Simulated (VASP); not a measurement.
# Lu (Fd-3m) in VASP: further runs

Lu is run at these levels: r2SCAN; tasks: single point.

Everything below comes from runs of VASP 6.6.1. Logs are shortened: lines on timing, memory, paths and dates and some standing lists are left out, and cuts for length are marked.

## (1) The cell of the first run

The structure is cubic, space group Fd-3m (No. 227). The conventional cell has a = 7.058 Å, b = 7.058 Å, c = 7.058 Å, α = 90.00°, β = 90.00°, γ = 90.00°. Within 4.0 Å of Lu (site symmetry -43m) lie 4 Lu at 3.06 Å.

This isn't the form of Lu at room conditions, which is hcp.

## (2) Single point, r2SCAN (43.95 Å³/atom)

POSCAR

```
Lu
1.0
    0.0000000000      3.5290551937      3.5290551937
    3.5290551937      0.0000000000      3.5290551937
    3.5290551937      3.5290551937      0.0000000000
Lu
2
Direct
    0.1250000000      0.1250000000      0.1250000000
    0.8750000000      0.8750000000      0.8750000000
```

INCAR.step1

```
ALGO = Normal ; EDIFF = 1E-4
ENCUT = 520 ; GGA = PE
ISMEAR = -1 ; LASPH = True
LCHARG = False ; LREAL = False
LWAVE = True ; NBANDS = 32
NELM = 80 ; PREC = Accurate
SIGMA = 0.1
```

INCAR.step2

```
ALGO = Normal ; EDIFF = 1E-7
ENCUT = 520 ; ISIF = 2
ISMEAR = -1 ; ISTART = 1
LASPH = True ; LCHARG = True
LELF = True ; LMIXTAU = True
LREAL = False ; LVHAR = True
LWAVE = False ; METAGGA = R2SCAN
NBANDS = 32 ; NELM = 80
PREC = Accurate ; SIGMA = 0.1
```

KPOINTS

```
k-points
0
Gamma
  8 8 8
```

Potentials or basis: VASP PAW PBE potentials, release 64 (Lu).

Launch:

```sh
> cat potpaw_PBE.64/Lu/POTCAR > POTCAR
> cp INCAR.step1 INCAR
> mpirun -np 1 vasp_std > vasp.out
> cp INCAR.step2 INCAR
> mpirun -np 1 vasp_std > vasp.out
```

OUTCAR:

```text
EDIFF = 1E-7
   ENCUT = 520
   ISIF = 2
   ISMEAR = -1
   ISTART = 1
   LASPH = True
   LREAL = False
   METAGGA = R2SCAN
   NELM = 80
   PREC = Accurate

 ion  position               nearest neighbor table
   1  0.125  0.125  0.125-   2 3.06   2 3.06   2 3.06   2 3.06
   2  0.875  0.875  0.875-   1 3.06   1 3.06   1 3.06   1 3.06

  LATTYP: Found a face centered cubic cell.
 ALAT       =     7.0581103874

  Lattice vectors:

 A1 = (   0.0000000000,   3.5290551937,   3.5290551937)
 A2 = (   3.5290551937,   0.0000000000,   3.5290551937)
 A3 = (   3.5290551937,   3.5290551937,   0.0000000000)

Analysis of symmetry for initial positions (statically):
=====================================================================
 Subroutine PRICEL returns:
 Original cell was already a primitive cell.

 Routine SETGRP: Setting up the symmetry group for a
 face centered cubic supercell.

 Subroutine GETGRP returns: Found 48 space group operations
 (whereof 12 operations were pure point group operations)
 out of a pool of 48 trial point group operations.

The static configuration has the point symmetry D_3d.
 The point group associated with its full space group is O_h .

Analysis of symmetry for dynamics (positions and initial velocities):
=====================================================================
 Subroutine PRICEL returns:
 Original cell was already a primitive cell.

 Routine SETGRP: Setting up the symmetry group for a
 face centered cubic supercell.

 Subroutine GETGRP returns: Found 48 space group operations
 (whereof 12 operations were pure point group operations)
 out of a pool of 48 trial point group operations.

The dynamic configuration has the point symmetry D_3d.
 The point group associated with its full space group is O_h .

 Subroutine INISYM returns: Found 48 space group operations
 (whereof 12 operations are pure point group operations),
 and found     1 'primitive' translations

----------------------------------------------------------------------------------------

                                     Primitive cell

  volume of cell :      87.9033

  direct lattice vectors                    reciprocal lattice vectors
[... 78 lines left out ...]
   PREC   = accura    normal or accurate (medium, high low for compatibility)
   ISTART =      1    job   : 0-new  1-cont  2-samecut
   ICHARG =      0    charge: 1-file 2-atom 10-const
   ISPIN  =      1    spin polarized calculation?
   LNONCOLLINEAR =      F non collinear calculations
   LSORBIT =      F    spin-orbit coupling
   LASPH  =      T    aspherical Exc in radial PAW
   ENCUT  =  520.0 eV  38.22 Ry    6.18 a.u.   9.28  9.28  9.28*2*pi/ulx,y,z
   NELM   =     80;   NELMIN=  2; NELMDL=  0     # of ELM steps
   EDIFF  = 0.1E-06   stopping-criterion for ELM
   LREAL  =      F    real-space projection
   EDIFFG = 0.1E-05   stopping-criterion for IOM
   NSW    =      0    number of steps for IOM
   IBRION =     -1    ionic relax: 0-MD 1-quasi-New 2-CG
   NFREE  =      0    steps in history (QN), initial steepest desc. (CG)
   ISIF   =      2    stress and relaxation
   ISYM   =      2    0-nonsym 1-usesym 2-fastsym
   POTIM  = 0.5000    time-step for ionic-motion
   TEBEG  =    0.0;   TEEND  =   0.0 temperature during run
   PSTRESS=    0.0 pullay stress
   NELECT =      50.0000    total number of electrons
   NUPDOWN=      -1.0000    fix difference up-down
   EMIN   =  10.00;   EMAX   =-10.00  energy-range for DOS
   EFERMI =   0.00;   METHOD = LEGACY
   ISMEAR =    -1;   SIGMA  =   0.10  broadening in eV -4-tet -1-fermi 0-gaus
   EFERMI_NEDOS =   21; number of points for ismear=-14 and -15
   IALGO  =     38    algorithm
   IMIX   =      4    mixing-type and parameters
     AMIX     =   0.40;   BMIX     =  1.00
     AMIX_MAG =   1.60;   BMIX_MAG =  1.00
  volume/ion in A,a.u.               =      43.95       296.60
  Fermi-wavevector in a.u.,A,eV,Ry     =   1.356427  2.563275 25.033275  1.839894
  Thomas-Fermi vector in A             =   2.483431
   LORBIT       =      0    0 simple, 1 ext, 2 COOP (PROOUT), +10 PAW based schemes
   METAGGA = R2SCAN    functional components
   LHFCALC =     F    Hartree Fock is set to
   AEXX    =    0.0000 exact exchange contribution
   IVDW    =     0    specifies the selected vdW correction
   LEPSILON=     F    determine dielectric tensor
   LRPA    =     F    only Hartree local field effects (RPA)
 non-spin polarized calculation
  energy-cutoff  :      520.00
  volume of cell :       87.90
 maximum number of plane-waves:      2421
 NGX is ok and might be reduce to    40
   NGX = 19   NGY = 19   NGZ = 19

 number of electron      49.9999992 magnetization

 Free energy of the ion-electron system (eV)
  ---------------------------------------------------
  ext. energy  EPLUGINS =         0.00000000
  ---------------------------------------------------
  free energy    TOTEN  =       -71.68977774 eV

  energy without entropy =      -71.55599891  energy(sigma->0) =      -71.62288833

 E-fermi :   0.3606     XC(G=0):  -9.3791

 val. band max:        0.3598525968   @ k =   0.5000   0.1250   0.0000
 cond. band min:       0.3717027273   @ k =   0.3750   0.3750   0.0000
 fundamental gap:      0.0118501305
 Fermi energy:         0.3606384413

 k-point     1 :       0.0000    0.0000    0.0000
  band No.  band energies     occupation
      1     -58.4831      2.00000
      2     -58.3827      2.00000
      3     -28.6460      2.00000
      4     -28.6460      2.00000
      5     -28.6460      2.00000
      6     -28.2345      2.00000
[... 829 lines left out ...]
     31       3.3000      0.00000
     32       4.6611      0.00000

 [... further k-points ...]

------------------------ aborting loop because EDIFF is reached ----------------------------------------

  FORCE on cell =-STRESS in cart. coord.  units (eV):
  Direction    XX          YY          ZZ          XY          YZ          ZX
  --------------------------------------------------------------------------------------
  -------------------------------------------------------------------------------------
  Total        0.7432851      0.7432851      0.7432851     -0.0000000      0.0000000      0.0000000
  in kB       13.5475466     13.5475466     13.5475466     -0.0000000      0.0000000      0.0000000
  external PRESSURE =      13.5475466 kB  Pullay stress =       0.0000000 kB

 VOLUME and BASIS-vectors are now :
 -----------------------------------------------------------------------------
  energy-cutoff  :      520.00
  volume of cell :       87.90
      direct lattice vectors                 reciprocal lattice vectors
     0.000000000  3.529055194  3.529055194    -0.141680980  0.141680980  0.141680980
     3.529055194  0.000000000  3.529055194     0.141680980 -0.141680980  0.141680980
     3.529055194  3.529055194  0.000000000     0.141680980  0.141680980 -0.141680980

 POSITION                                       TOTAL-FORCE (eV/Angst)
 -----------------------------------------------------------------------------------
      0.88226      0.88226      0.88226        -0.000000      0.000000      0.000000
      6.17585      6.17585      6.17585         0.000000     -0.000000     -0.000000
 -----------------------------------------------------------------------------------
    total drift:                                0.000000      0.000000     -0.000000

  FREE ENERGIE OF THE ION-ELECTRON SYSTEM (eV)
  ---------------------------------------------------
  free  energy   TOTEN  =       -71.6897777439 eV

  energy  without entropy=      -71.5559989137  energy(sigma->0) =      -71.62288833
```

Run time: 8.2 min. Hardware: 1 thread of Oxide Virtual Turin-like, shared host; peak memory 0.26 GiB.

Results:

```
Free energy            : -71.6898 eV
Pressure               : 1.4 GPa
Band gap on the k mesh : zero (bands 25 and 26 overlap by 1.41 eV)
```

Caveat: the PAW data sets were made with another functional, which shifts forces and pressure a little; spin-orbit coupling is left out, which moves the levels of the heavy elements.

## (3) Single point, r2SCAN (45.95 Å³/atom)

This run uses another cell than the first one, of 45.95 Å³/atom.

POSCAR

```
Lu
1.0
    0.0000000000      3.5817354259      3.5817354259
    3.5817354259      0.0000000000      3.5817354259
    3.5817354259      3.5817354259      0.0000000000
Lu
2
Direct
    0.1250000000      0.1250000000      0.1250000000
    0.8750000000      0.8750000000      0.8750000000
```

INCAR.step1

```
SYSTEM = Lu
PREC = Accurate
ENCUT = 520
ISMEAR = -1
SIGMA = 0.1
LREAL = .False.
LASPH = .True.
NELM = 100
NBANDS = 32
GGA = PE
ALGO = Normal
EDIFF = 1E-4
LWAVE = .True.
LCHARG = .False.
```

INCAR.step2

```
SYSTEM = Lu
PREC = Accurate
ENCUT = 520
EDIFF = 1E-7
ISMEAR = -1
SIGMA = 0.1
LREAL = .False.
LASPH = .True.
NELM = 100
ALGO = Normal
ISIF = 2
LWAVE = .False.
LCHARG = .True.
METAGGA = R2SCAN
LMIXTAU = .True.
LELF = .True.
LVHAR = .True.
NBANDS = 32
ISTART = 1
```

KPOINTS

```
Automatic mesh
0
Gamma
  8 8 8
  0 0 0
```

Potentials or basis: VASP PAW PBE potentials, release 64 (Lu).

Launch:

```sh
> cat potpaw_PBE.64/Lu/POTCAR > POTCAR
> cp INCAR.step1 INCAR
> mpirun -np 1 vasp_std > vasp.out
> cp INCAR.step2 INCAR
> mpirun -np 1 vasp_std > vasp.out
```

It took 7.6 min on 1 thread of Oxide Virtual Turin-like, shared host; peak memory 0.26 GiB.

The run converged. Its results:

```
Free energy            : -71.7205 eV
Pressure               : 0.9 GPa
Band gap on the k mesh : zero (bands 25 and 26 overlap by 1.33 eV)
```

Levels at points of the mesh, in eV from the Fermi level:
| k point | band 22 | band 23 | band 24 | band 25 | band 26 | band 27 |
| --- | --- | --- | --- | --- | --- | --- |
| (0.00, 0.00, 0.00) | -6.02 | -4.87 | 0.37 | 0.37 | 0.54 | 0.54 |
| (0.50, 0.00, 0.00) | -6.02 | -2.98 | -1.12 | 0.26 | 0.26 | 0.40 |
| (0.50, 0.50, 0.00) | -6.03 | -1.46 | -1.46 | -0.68 | -0.68 | 0.97 |

Caveat: the PAW data sets were made with another functional, which shifts forces and pressure a little; spin-orbit coupling is left out, which moves the levels of the heavy elements.

## (4) Single point, r2SCAN (47.95 Å³/atom)

This run uses another cell than the first one, of 47.95 Å³/atom.

POSCAR

```
Lu
1.0
    0.0000000000      3.6329099888      3.6329099888
    3.6329099888      0.0000000000      3.6329099888
    3.6329099888      3.6329099888      0.0000000000
Lu
2
Direct
    0.1250000000      0.1250000000      0.1250000000
    0.8750000000      0.8750000000      0.8750000000
```

INCAR.step1

```
SYSTEM = Lu
PREC     = Accurate       ! precision mode
ENCUT    = 520            ! plane-wave cutoff, eV
ISMEAR   = -1             ! smearing method
SIGMA    = 0.1            ! smearing width, eV
LREAL    = .False.        ! projectors in reciprocal space
LASPH    = .True.         ! aspherical terms in the spheres
NELM     = 100            ! most SCF steps
NBANDS   = 32             ! bands
GGA      = PE             ! functional
ALGO     = Normal         ! electronic algorithm
EDIFF    = 1E-4           ! SCF threshold, eV
LWAVE    = .True.         ! write WAVECAR
LCHARG   = .False.        ! write CHGCAR
```

INCAR.step2

```
SYSTEM = Lu
PREC     = Accurate       ! precision mode
ENCUT    = 520            ! plane-wave cutoff, eV
EDIFF    = 1E-6           ! SCF threshold, eV
ISMEAR   = -1             ! smearing method
SIGMA    = 0.1            ! smearing width, eV
LREAL    = .False.        ! projectors in reciprocal space
LASPH    = .True.         ! aspherical terms in the spheres
NELM     = 100            ! most SCF steps
ALGO     = Normal         ! electronic algorithm
ISIF     = 2              ! what is computed and relaxed
LWAVE    = .False.        ! write WAVECAR
LCHARG   = .False.        ! write CHGCAR
METAGGA  = R2SCAN         ! meta-GGA
LMIXTAU  = .True.       
NBANDS   = 32             ! bands
ISTART   = 1
```

KPOINTS is that of step 3.

Launch:

```sh
> cat potpaw_PBE.64/Lu/POTCAR > POTCAR
> cp INCAR.step1 INCAR
> mpirun -np 1 vasp_std > vasp.out
> cp INCAR.step2 INCAR
> mpirun -np 1 vasp_std > vasp.out
```

It took 6.9 min on 1 thread of Oxide Virtual Turin-like, shared host; peak memory 0.27 GiB.

Results (log left out):

* Free energy: -71.7413 eV
* Pressure: 0.5 GPa
* Band gap on the k mesh: zero (bands 25 and 26 overlap by 1.26 eV)

Levels at points of the mesh, in eV from the Fermi level:
```tsv
k point	band 21	band 22	band 23	band 24	band 25	band 26	band 27	band 28
(0.00, 0.00, 0.00)	-6.08	-6.08	-4.82	0.40	0.40	0.49	0.49	0.49
(0.50, 0.00, 0.00)	-6.08	-6.08	-3.01	-1.14	0.29	0.29	0.36	0.74
(0.50, 0.50, 0.00)	-6.09	-6.09	-1.54	-1.54	-0.62	-0.62	0.91	0.91
```

Caveat: the PAW data sets were made with another functional, which shifts forces and pressure a little; spin-orbit coupling is left out, which moves the levels of the heavy elements.

## (5) Summary

```tsv
cell	gap on the mesh (eV)	pressure (GPa)
a = 4.991 Å, angles 60.0°, 2 atoms	none	1.4
a = 5.065 Å, angles 60.0°, 2 atoms	none	0.9
a = 5.138 Å, angles 60.0°, 2 atoms	none	0.5
```

Alike in all rows: task single point; level r2SCAN; potentials or basis VASP PAW PBE potentials, release 64 (Lu); no spin polarisation; k mesh 8 × 8 × 8; cutoff (eV) 520; smearing fermi-dirac 0.1 eV.

Caveats: the PAW data sets were made with another functional, which shifts forces and pressure a little; spin-orbit coupling is left out, which moves the levels of the heavy elements.

Total energies depend on the potentials used, so only differences within one code and one set of settings carry meaning.

The gap in the log of VASP goes by the Fermi energy; the results here count the filled bands.